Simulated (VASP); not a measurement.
# CdTe (Cmcm) in VASP: single point with PBEsol

Aim: the single point of CdTe with PBEsol.

Everything below comes from runs of VASP 6.6.1. Logs are shortened: lines on timing, memory, paths and dates and some standing lists are left out, and cuts for length are marked.

**1. The cell of the first run**

The structure is orthorhombic, space group Cmcm (No. 63). The conventional cell has a = 6.251 Å, b = 6.311 Å, c = 6.210 Å, α = 90.00°, β = 90.00°, γ = 90.00°. Within 4.2 Å of Cd (site symmetry m2m) lie 6 Te at 3.09 to 3.22 Å and 2 Cd at 4.19 Å. Within 4.1 Å of Te (site symmetry m2m) lie 6 Cd at 3.09 to 3.22 Å.

**2. Single point, PBEsol (30.62 Å³/atom)**

Contents of INCAR:

```
SYSTEM = CdTe
ALGO = Normal
EDIFF = 1E-6
ENCUT = 520
GGA = PS
ISIF = 2
ISMEAR = -1
LASPH = .True.
LCHARG = .True.
LELF = .True.
LREAL = .False.
LVHAR = .True.
LWAVE = .False.
NBANDS = 26
NELM = 60
PREC = Accurate
SIGMA = 0.05
```

Contents of KPOINTS:

```
k-points
0
Gamma
  9 9 6
  0 0 0
```

Contents of POSCAR:

```
CdTe
1.0
    3.1254100081     -3.1553030168      0.0000000000
    3.1254100081      3.1553030168      0.0000000000
    0.0000000000      0.0000000000      6.2101068761
Cd Te
2 2
Direct
    0.2770300000      0.7229700000      0.7500000000
    0.7229700000      0.2770300000      0.2500000000
    0.7661370000      0.2338630000      0.7500000000
    0.2338630000      0.7661370000      0.2500000000
```

Potentials or basis: VASP PAW PBE potentials, release 64 (Cd, Te).

On the command line:

```
> cat potpaw_PBE.64/Cd/POTCAR potpaw_PBE.64/Te/POTCAR > POTCAR
> mpirun -np 1 vasp_std > vasp.out
```

OUTCAR:

```text
SYSTEM = CdTe
   EDIFF = 1E-6
   ENCUT = 520
   GGA = PS
   ISIF = 2
   ISMEAR = -1
   LASPH = .True.
   LREAL = .False.
   NELM = 60
   PREC = Accurate

 ion  position               nearest neighbor table
   1  0.277  0.723  0.750-   3 3.09   4 3.12   4 3.12   3 3.13   3 3.13   3 3.22
   2  0.723  0.277  0.250-   4 3.09   3 3.12   3 3.12   4 3.13   4 3.13   4 3.22
   3  0.766  0.234  0.750-   1 3.09   2 3.12   2 3.12   1 3.13   1 3.13   1 3.22
   4  0.234  0.766  0.250-   2 3.09   1 3.12   1 3.12   2 3.13   2 3.13   2 3.22

  LATTYP: Found a base centered orthorhombic cell.
 ALAT       =     6.2508200162
 B/A-ratio  =     1.0095645079
 C/A-ratio  =     0.9934867521

  Lattice vectors:

 A1 = (   3.1254100081,  -3.1553030168,   0.0000000000)
 A2 = (   3.1254100081,   3.1553030168,   0.0000000000)
 A3 = (   0.0000000000,   0.0000000000,   6.2101068761)

Analysis of symmetry for initial positions (statically):
=====================================================================
 Subroutine PRICEL returns:
 Original cell was already a primitive cell.

 Routine SETGRP: Setting up the symmetry group for a
 base centered orthorhombic supercell.

 Subroutine GETGRP returns: Found  8 space group operations
 (whereof  4 operations were pure point group operations)
 out of a pool of  8 trial point group operations.

The static configuration has the point symmetry C_2h.
 The point group associated with its full space group is D_2h.

Analysis of symmetry for dynamics (positions and initial velocities):
=====================================================================
 Subroutine PRICEL returns:
 Original cell was already a primitive cell.

 Routine SETGRP: Setting up the symmetry group for a
 base centered orthorhombic supercell.

 Subroutine GETGRP returns: Found  8 space group operations
 (whereof  4 operations were pure point group operations)
 out of a pool of  8 trial point group operations.

The dynamic configuration has the point symmetry C_2h.
 The point group associated with its full space group is D_2h.

 Subroutine INISYM returns: Found  8 space group operations
 (whereof  4 operations are pure point group operations),
 and found     1 'primitive' translations

----------------------------------------------------------------------------------------

                                     Primitive cell

  volume of cell :     122.4834

  direct lattice vectors                    reciprocal lattice vectors
     3.125410008 -3.155303017  0.000000000     0.159979010 -0.158463386  0.000000000
     3.125410008  3.155303017  0.000000000     0.159979010  0.158463386  0.000000000
     0.000000000  0.000000000  6.210106876     0.000000000  0.000000000  0.161027824

  length of vectors
     4.441185072  4.441185072  6.210106876     0.225175328  0.225175328  0.161027824

  position of ions in fractional coordinates (direct lattice)
     0.277030000  0.722970000  0.750000000
     0.722970000  0.277030000  0.250000000
     0.766137000  0.233863000  0.750000000
     0.233863000  0.766137000  0.250000000

  ion indices of the primitive-cell ions
   primitive index   ion index
                 1           1
                 2           2
                 3           3
                 4           4

----------------------------------------------------------------------------------------

 KPOINTS: k-points

Automatic generation of k-mesh.
 Grid dimensions read from file:
 generate k-points for:    9    9    6

 Generating k-lattice:

  Cartesian coordinates                     Fractional coordinates (reciprocal lattice)
     0.017775446 -0.017607043  0.000000000     0.111111111 -0.000000000  0.000000000
     0.017775446  0.017607043  0.000000000    -0.000000000  0.111111111  0.000000000
     0.000000000  0.000000000  0.026837971     0.000000000  0.000000000  0.166666667

  Length of vectors
     0.025019481  0.025019481  0.026837971

  Shift w.r.t. Gamma in fractional coordinates (k-lattice)
     0.000000000  0.000000000  0.000000000

 Subroutine IBZKPT returns following result:
 ===========================================

 Found    100 irreducible k-points:

 Following reciprocal coordinates:
            Coordinates               Weight
  0.000000  0.000000  0.000000      1.000000
  0.111111  0.000000  0.000000      4.000000
  0.222222  0.000000  0.000000      4.000000
  0.333333  0.000000  0.000000      4.000000
  0.444444  0.000000  0.000000      4.000000
  0.111111  0.111111  0.000000      2.000000
[... 16 lines left out ...]
 -0.333333  0.333333  0.000000      2.000000
  0.444444  0.444444  0.000000      2.000000
 [... further k-points ...]
   k-points           NKPTS =    100   k-points in BZ     NKDIM =    100   number of bands    NBANDS=     26
   number of dos      NEDOS =    301   number of ions     NIONS =      4
   total plane-waves  NPLWV =  62208
   dimension x,y,z NGX =    36 NGY =   36 NGZ =   48
   dimension x,y,z NGXF=    72 NGYF=   72 NGZF=   96
   ions per type =               2   2
   NGX,Y,Z   is equivalent  to a cutoff of  13.48, 13.48, 12.85 a.u.
   NGXF,Y,Z  is equivalent  to a cutoff of  26.95, 26.95, 25.70 a.u.
 SYSTEM =  CdTe
   PREC   = accura    normal or accurate (medium, high low for compatibility)
   ISTART =      0    job   : 0-new  1-cont  2-samecut
   ICHARG =      2    charge: 1-file 2-atom 10-const
   ISPIN  =      1    spin polarized calculation?
   LNONCOLLINEAR =      F non collinear calculations
   LSORBIT =      F    spin-orbit coupling
   LASPH  =      T    aspherical Exc in radial PAW
   ENCUT  =  520.0 eV  38.22 Ry    6.18 a.u.   8.26  8.26 11.55*2*pi/ulx,y,z
   NELM   =     60;   NELMIN=  2; NELMDL= -5     # of ELM steps
   EDIFF  = 0.1E-05   stopping-criterion for ELM
   LREAL  =      F    real-space projection
   EDIFFG = 0.1E-04   stopping-criterion for IOM
   NSW    =      0    number of steps for IOM
   IBRION =     -1    ionic relax: 0-MD 1-quasi-New 2-CG
   NFREE  =      0    steps in history (QN), initial steepest desc. (CG)
   ISIF   =      2    stress and relaxation
   ISYM   =      2    0-nonsym 1-usesym 2-fastsym
   POTIM  = 0.5000    time-step for ionic-motion
   TEBEG  =    0.0;   TEEND  =   0.0 temperature during run
   PSTRESS=    0.0 pullay stress
   NELECT =      36.0000    total number of electrons
   NUPDOWN=      -1.0000    fix difference up-down
   EMIN   =  10.00;   EMAX   =-10.00  energy-range for DOS
   EFERMI =   0.00;   METHOD = LEGACY
   ISMEAR =    -1;   SIGMA  =   0.05  broadening in eV -4-tet -1-fermi 0-gaus
   EFERMI_NEDOS =   21; number of points for ismear=-14 and -15
   IALGO  =     38    algorithm
   IMIX   =      4    mixing-type and parameters
     AMIX     =   0.40;   BMIX     =  1.00
     AMIX_MAG =   1.60;   BMIX_MAG =  1.00
  volume/ion in A,a.u.               =      30.62       206.64
  Fermi-wavevector in a.u.,A,eV,Ry     =   1.088470  2.056911 16.119744  1.184768
  Thomas-Fermi vector in A             =   2.224653
   LORBIT       =      0    0 simple, 1 ext, 2 COOP (PROOUT), +10 PAW based schemes
   GGA     = PS    functional components
   LHFCALC =     F    Hartree Fock is set to
   AEXX    =    0.0000 exact exchange contribution
   IVDW    =     0    specifies the selected vdW correction
   LEPSILON=     F    determine dielectric tensor
   LRPA    =     F    only Hartree local field effects (RPA)
 non-spin polarized calculation
  energy-cutoff  :      520.00
  volume of cell :      122.48
 maximum number of plane-waves:      3323
 NGX is ok and might be reduce to    36
   NGX = 17   NGY = 17   NGZ = 23

 number of electron      36.0000005 magnetization

 Free energy of the ion-electron system (eV)
  ---------------------------------------------------
  ext. energy  EPLUGINS =         0.00000000
  ---------------------------------------------------
  free energy    TOTEN  =       -10.23326774 eV

  energy without entropy =      -10.21461100  energy(sigma->0) =      -10.22393937

 E-fermi :   3.0485     XC(G=0):  -9.5500

 val. band max:        3.0337335284   @ k =   0.4444   0.0000   0.1667
 cond. band min:       3.0535904528   @ k =   0.3333   0.0000   0.1667
 fundamental gap:      0.0198569244
 Fermi energy:         3.0485195201

 k-point     1 :       0.0000    0.0000    0.0000
  band No.  band energies     occupation
      1      -8.1178      2.00000
      2      -7.3849      2.00000
      3      -5.0309      2.00000
      4      -5.0232      2.00000
      5      -5.0102      2.00000
      6      -4.9882      2.00000
[... 18 lines left out ...]
     25      10.4297      0.00000
     26      10.5720      0.00000

 k-point     2 :       0.1111    0.0000    0.0000
  band No.  band energies     occupation
      1      -8.0622      2.00000
      2      -7.3612      2.00000
      3      -5.0327      2.00000
      4      -5.0252      2.00000
      5      -5.0175      2.00000
      6      -4.9917      2.00000
[... 18 lines left out ...]
     25      10.0742      0.00000
     26      10.6684      0.00000

 k-point     3 :       0.2222    0.0000    0.0000
  band No.  band energies     occupation
      1      -7.9058      2.00000
      2      -7.3052      2.00000
      3      -5.0589      2.00000
      4      -5.0450      2.00000
      5      -5.0165      2.00000
      6      -5.0090      2.00000
[... 18 lines left out ...]
     25       9.9629      0.00000
     26      10.2667      0.00000

 k-point     4 :       0.3333    0.0000    0.0000
  band No.  band energies     occupation
      1      -7.6841      2.00000
      2      -7.2620      2.00000
      3      -5.0888      2.00000
      4      -5.0801      2.00000
      5      -5.0335      2.00000
      6      -4.9994      2.00000
[... 18 lines left out ...]
     25       8.9010      0.00000
     26      10.3419      0.00000

 k-point     5 :       0.4444    0.0000    0.0000
  band No.  band energies     occupation
      1      -7.4665      2.00000
      2      -7.2901      2.00000
      3      -5.1066      2.00000
      4      -5.1027      2.00000
      5      -5.0313      2.00000
      6      -5.0065      2.00000
[... 18 lines left out ...]
     25       8.9329      0.00000
     26       9.7938      0.00000

 k-point     6 :       0.1111    0.1111    0.0000
  band No.  band energies     occupation
      1      -8.0076      2.00000
      2      -7.3398      2.00000
      3      -5.0513      2.00000
      4      -5.0198      2.00000
      5      -5.0109      2.00000
      6      -5.0051      2.00000
[... 427 lines left out ...]
 k-point    21 :       0.4444    0.3333    0.0000
  band No.  band energies     occupation
      1      -7.4316      2.00000
      2      -7.3601      2.00000
      3      -5.0334      2.00000
      4      -5.0179      2.00000
      5      -5.0131      2.00000
      6      -4.9854      2.00000
[... 18 lines left out ...]
     25      11.2137      0.00000
     26      11.4343      0.00000

 k-point    22 :      -0.4444    0.3333    0.0000
  band No.  band energies     occupation
      1      -7.4440      2.00000
      2      -7.3549      2.00000
      3      -5.0295      2.00000
      4      -5.0215      2.00000
      5      -5.0090      2.00000
      6      -4.9884      2.00000
[... 18 lines left out ...]
     25      11.2624      0.00000
     26      11.4651      0.00000

 k-point    23 :      -0.3333    0.3333    0.0000
  band No.  band energies     occupation
      1      -7.5246      2.00000
      2      -7.3130      2.00000
      3      -5.0354      2.00000
      4      -5.0230      2.00000
      5      -5.0096      2.00000
      6      -4.9863      2.00000
[... 18 lines left out ...]
     25      10.7138      0.00000
     26      10.8845      0.00000

 k-point    24 :       0.4444    0.4444    0.0000
  band No.  band energies     occupation
      1      -7.4129      2.00000
      2      -7.3919      2.00000
      3      -5.0386      2.00000
      4      -5.0306      2.00000
      5      -4.9874      2.00000
      6      -4.9738      2.00000
[... 18 lines left out ...]
     25      11.7888      0.00000
     26      11.8763      0.00000

 [... further k-points ...]
[... 5 lines left out ...]
  --------------------------------------------------------------------------------------
  -------------------------------------------------------------------------------------
  Total       -3.9160791     -3.8864010     -3.7305660      0.0000000      0.0000000      0.0000000
  in kB      -51.2253460    -50.8371330    -48.7986909      0.0000000      0.0000000      0.0000000
  external PRESSURE =     -50.2870567 kB  Pullay stress =       0.0000000 kB

 VOLUME and BASIS-vectors are now :
 -----------------------------------------------------------------------------
  energy-cutoff  :      520.00
  volume of cell :      122.48
      direct lattice vectors                 reciprocal lattice vectors
     3.125410008 -3.155303017  0.000000000     0.159979010 -0.158463386  0.000000000
     3.125410008  3.155303017  0.000000000     0.159979010  0.158463386  0.000000000
     0.000000000  0.000000000  6.210106876     0.000000000  0.000000000  0.161027824

 POSITION                                       TOTAL-FORCE (eV/Angst)
 -----------------------------------------------------------------------------------
      3.12541      1.40708      4.65758         0.000000      0.008488      0.000000
      3.12541     -1.40708      1.55253         0.000000     -0.008488     -0.000000
      3.12541     -1.67949      4.65758         0.000000      0.103431      0.000000
      3.12541      1.67949      1.55253         0.000000     -0.103431     -0.000000
 -----------------------------------------------------------------------------------
    total drift:                               -0.000000     -0.000000      0.000000

  FREE ENERGIE OF THE ION-ELECTRON SYSTEM (eV)
  ---------------------------------------------------
  free  energy   TOTEN  =       -10.2332677413 eV

  energy  without entropy=      -10.2146109960  energy(sigma->0) =      -10.22393937
```

Wall time 5.7 min (1 thread of Intel Xeon 8259CL, shared host); peak memory 0.44 GiB.

Results:

```
Free energy            : -10.2333 eV
Pressure               : -5.0 GPa
Largest force          : 0.103 eV/Å
Band gap on the k mesh : zero (bands 18 and 19 overlap by 1.16 eV)
```

Forces on the atoms (eV/Å):
```
Cd   0.000  0.008  0.000
Cd   0.000 -0.008  0.000
Te   0.000  0.103  0.000
Te   0.000 -0.103  0.000
```

Stress tensor (GPa, compression positive):
```
-5.12  0.00  0.00
 0.00 -5.08  0.00
 0.00  0.00 -4.88
```

Levels at points of the mesh, in eV from the Fermi level:
| k point | band 14 | band 15 | band 16 | band 17 | band 18 | band 19 | band 20 | band 21 | band 22 | band 23 |
| --- | --- | --- | --- | --- | --- | --- | --- | --- | --- | --- |
| (0.00, 0.00, 0.00) | -1.84 | -1.81 | -1.27 | -0.38 | -0.35 | -0.29 | -0.03 | 4.31 | 6.87 | 7.03 |
| (0.00, 0.00, 0.50) | -2.78 | -1.16 | -1.16 | -1.11 | -1.11 | 1.54 | 1.54 | 5.10 | 5.10 | 5.31 |

Caveat: the cell stands under tension; the PAW data sets were made with another functional, which shifts forces and pressure a little; spin-orbit coupling is left out, which moves the levels of the heavy elements.
